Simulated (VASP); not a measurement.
# TiC (dq5) (Fm-3m) in VASP: a series of runs, part 2 of 2

VASP 6.6.1. The steps go on from the part before.

### Step 4. Relaxation of cell and atoms, LDA

File INCAR:

```
SYSTEM = TiC
PREC = Accurate ; ENCUT = 600
EDIFF = 1E-6 ; ISMEAR = 0
SIGMA = 0.1 ; LREAL = .FALSE.
LASPH = .TRUE. ; NELM = 60
ALGO = Normal ; ISIF = 3
LWAVE = .FALSE. ; LCHARG = .FALSE.
IBRION = 2 ; NSW = 100
EDIFFG = -0.05
```

File KPOINTS:

```
Automatic mesh
0
G
  8 8 8
  0 0 0
```

File POSCAR:

```
TiC
1.0
    0.0000000000      2.1657188400      2.1657188400
    2.1657188400      0.0000000000      2.1657188400
    2.1657188400      2.1657188400      0.0000000000
Ti C
1 1
Direct
    0.0000000000      0.0000000000      0.0000000000
    0.5000000000      0.5000000000      0.5000000000
```

Command:

```sh
cat potpaw_LDA.64/Ti_sv/POTCAR potpaw_LDA.64/C/POTCAR > POTCAR
mpirun -np 1 vasp_std > vasp.out
```

It took 9.3 s on 1 thread of Intel Xeon 6975P-C (Granite Rapids), shared host; peak memory 0.14 GiB.

Results (log left out):

```
Free energy                            : -20.5394 eV
Relaxed volume                         : 9.70 Å³/atom
Relaxed cell                           : a = 3.016 Å, b = 3.016 Å, c = 3.016 Å, α = 60.00°, β = 60.00°, γ = 60.00°
Space group after relaxing (to 0.05 Å) : Fm-3m (No. 225)
Energy gained by relaxing              : 18.3 meV/atom
Ionic steps                            : 3
Pressure after relaxing                : -0.2 GPa
Band gap on the k mesh                 : zero (band 8 reaches 10.44 eV, above the bottom of band 9 at 9.37 eV)
```

The path:
| step | energy change (eV) | largest force (eV/Å) | pressure (GPa) | volume (Å³) |
| --- | --- | --- | --- | --- |
| 1 | 0.0000 | 0.0000 | -12.03 | 20.32 |
| 2 | 0.0384 | 0.0000 | 20.77 | 18.15 |
| 3 | -0.0367 | 0.0000 | -0.22 | 19.39 |

Final structure:
```yaml
crystal:
  lattice:
    - [0.00000, 2.13241, 2.13241]
    - [2.13241, 0.00000, 2.13241]
    - [2.13241, 2.13241, 0.00000]
  atoms:
    - { symbol: Ti, position: [0.00000, 0.00000, 0.00000] }
    - { symbol: C, position: [0.50000, 0.50000, 0.50000] }
```

Levels at points of the mesh, in eV from the Fermi level:
```tsv
k point	band 4	band 5	band 6	band 7	band 8	band 9	band 10	band 11	band 12
(0.00, 0.00, 0.00)	-32.08	-12.37	0.69	0.69	0.69	1.80	1.80	1.80	1.86
(0.50, 0.00, 0.00)	-32.13	-8.60	-5.99	-3.00	-3.00	3.11	3.11	4.38	8.59
(0.50, 0.50, 0.00)	-32.28	-10.06	-3.35	-1.77	0.09	0.09	2.94	3.75	3.75
```

### Step 5. Single point, LDA

This run uses another cell than the first one, of 9.67 Å³/atom, 0.952 times its volume.

File INCAR:

```
  PREC = Accurate
  ENCUT = 520
  EDIFF = 1E-6
  ISMEAR = 0
  SIGMA = 0.1
  LREAL = False
  LASPH = True
  NELM = 60
  ALGO = Normal
  ISIF = 2
  LWAVE = False
  LCHARG = False
  GGA = CA
  NBANDS = 15
```

File KPOINTS:

```
Automatic mesh
0
Gamma
  14 14 14
```

File POSCAR:

```
TiC
1.0
    0.0000000000      2.1303899794      2.1303899794
    2.1303899794      0.0000000000      2.1303899794
    2.1303899794      2.1303899794      0.0000000000
Ti C
1 1
Direct
    0.0000000000      0.0000000000      0.0000000000
    0.5000000000      0.5000000000      0.5000000000
```

Potentials or basis: VASP PAW LDA potentials, release 64 (Ti_sv, C).

Command:

```sh
cat potpaw_LDA.64/Ti_sv/POTCAR potpaw_LDA.64/C/POTCAR > POTCAR
mpirun -np 1 vasp_std > vasp.out
```

OUTCAR:

```text
PREC = Accurate
   ENCUT = 520
   EDIFF = 1E-6
   ISMEAR = 0
   LREAL = False
   LASPH = True
   NELM = 60
   ISIF = 2
   GGA = CA

 ion  position               nearest neighbor table
   1  0.000  0.000  0.000-   2 2.13   2 2.13   2 2.13   2 2.13   2 2.13   2 2.13
   2  0.500  0.500  0.500-   1 2.13   1 2.13   1 2.13   1 2.13   1 2.13   1 2.13

  LATTYP: Found a face centered cubic cell.
 ALAT       =     4.2607799588

  Lattice vectors:

 A1 = (   0.0000000000,   2.1303899794,   2.1303899794)
 A2 = (   2.1303899794,   0.0000000000,   2.1303899794)
[... 610 lines left out ...]
     12      14.6027      0.00000
     13      16.6334      0.00000
     14      22.5564      0.00000
     15      24.6455      0.00000

 [... further k-points ...]
[... 5 lines left out ...]
  --------------------------------------------------------------------------------------
  -------------------------------------------------------------------------------------
  Total        0.0848178      0.0848178      0.0848178     -0.0000000     -0.0000000     -0.0000000
  in kB        7.0273288      7.0273288      7.0273288     -0.0000000     -0.0000000     -0.0000000
  external PRESSURE =       7.0273288 kB  Pullay stress =       0.0000000 kB

 VOLUME and BASIS-vectors are now :
 -----------------------------------------------------------------------------
  energy-cutoff  :      520.00
  volume of cell :       19.34
      direct lattice vectors                 reciprocal lattice vectors
     0.000000000  2.130389979  2.130389979    -0.234698813  0.234698813  0.234698813
     2.130389979  0.000000000  2.130389979     0.234698813 -0.234698813  0.234698813
     2.130389979  2.130389979  0.000000000     0.234698813  0.234698813 -0.234698813

 POSITION                                       TOTAL-FORCE (eV/Angst)
 -----------------------------------------------------------------------------------
      0.00000      0.00000      0.00000         0.000000      0.000000      0.000000
      2.13039      2.13039      2.13039         0.000000      0.000000      0.000000
 -----------------------------------------------------------------------------------
    total drift:                                0.000000     -0.000000     -0.000000

  FREE ENERGIE OF THE ION-ELECTRON SYSTEM (eV)
  ---------------------------------------------------
  free  energy   TOTEN  =       -20.5393807777 eV

  energy  without entropy=      -20.5377796674  energy(sigma->0) =      -20.53858022
```

OSZICAR:

```text
N       E                     dE             d eps       ncg     rms          rms(c)
DAV:   1     0.114983436749E+03    0.11498E+03   -0.79374E+03  3128   0.128E+03
DAV:   2    -0.186699805271E+02   -0.13365E+03   -0.12567E+03  3337   0.335E+02
DAV:   3    -0.257512339222E+02   -0.70813E+01   -0.69823E+01  4070   0.755E+01
DAV:   4    -0.259710649110E+02   -0.21983E+00   -0.21964E+00  3896   0.121E+01
DAV:   5    -0.259758312751E+02   -0.47664E-02   -0.47653E-02  4040   0.154E+00    0.190E+01
DAV:   6    -0.211485940582E+02    0.48272E+01   -0.11501E+01  4438   0.565E+01    0.680E+00
DAV:   7    -0.205788917854E+02    0.56970E+00   -0.20229E+00  3689   0.205E+01    0.526E+00
DAV:   8    -0.205488074289E+02    0.30084E-01   -0.11294E-01  3571   0.372E+00    0.318E+00
DAV:   9    -0.205426178710E+02    0.61896E-02   -0.76882E-02  4078   0.324E+00    0.776E-01
DAV:  10    -0.205407721673E+02    0.18457E-02   -0.10060E-02  4099   0.143E+00    0.564E-01
DAV:  11    -0.205394135358E+02    0.13586E-02   -0.26869E-03  3625   0.720E-01    0.104E-01
DAV:  12    -0.205393903375E+02    0.23198E-04   -0.27235E-04  3463   0.180E-01    0.438E-02
DAV:  13    -0.205393809793E+02    0.93582E-05   -0.19215E-05  3988   0.369E-02    0.675E-03
DAV:  14    -0.205393807777E+02    0.20162E-06   -0.38778E-07  2394   0.601E-03
   1 F= -.20539381E+02 E0= -.20538580E+02  d E =-.160111E-02
```

stdout:

```text
POSCAR found type information on POSCAR TiC
 POSCAR found :  2 types and       2 ions
 scaLAPACK will be used
 LDA part: xc-table for (Slater(with rela. corr.)+CA(PZ))
 , standard interpolation
 POSCAR, INCAR and KPOINTS ok, starting setup
 FFT: planning ... GRIDC
 FFT: planning ... GRID_SOFT
 FFT: planning ... GRID
 WAVECAR not read
 entering main loop
```

Wall time 12 s (1 thread of Intel Xeon 6975P-C (Granite Rapids), shared host); peak memory 0.14 GiB.

Results:

```
Free energy            : -20.5394 eV
Pressure               : 0.7 GPa
Band gap on the k mesh : zero (band 8 reaches 10.47 eV, above the bottom of band 9 at 9.42 eV)
```

### Step 6. Overview

| task | cell | k mesh | cutoff (eV) | gap on the mesh (eV) | pressure (GPa) |
| --- | --- | --- | --- | --- | --- |
| single point | a = 3.063 Å, angles 60.0°, 2 atoms | 8 × 8 × 8 | 520 | none | -12.0 |
| single point | a = 3.013 Å, angles 60.0°, 2 atoms | 8 × 8 × 8 | 520 | none | 0.7 |
| relaxation of cell and atoms | relaxed from a = 3.063 Å, angles 60.0°, 2 atoms | 8 × 8 × 8 | 600 | none | -0.2 |
| single point | a = 3.013 Å, angles 60.0°, 2 atoms | 14 × 14 × 14 | 520 | none | 0.7 |

Alike in all rows: level LDA; potentials or basis VASP PAW LDA potentials, release 64 (Ti_sv, C); no spin polarisation; smearing gaussian 0.1 eV.

Absolute energies hang on the potentials; compare differences alone.
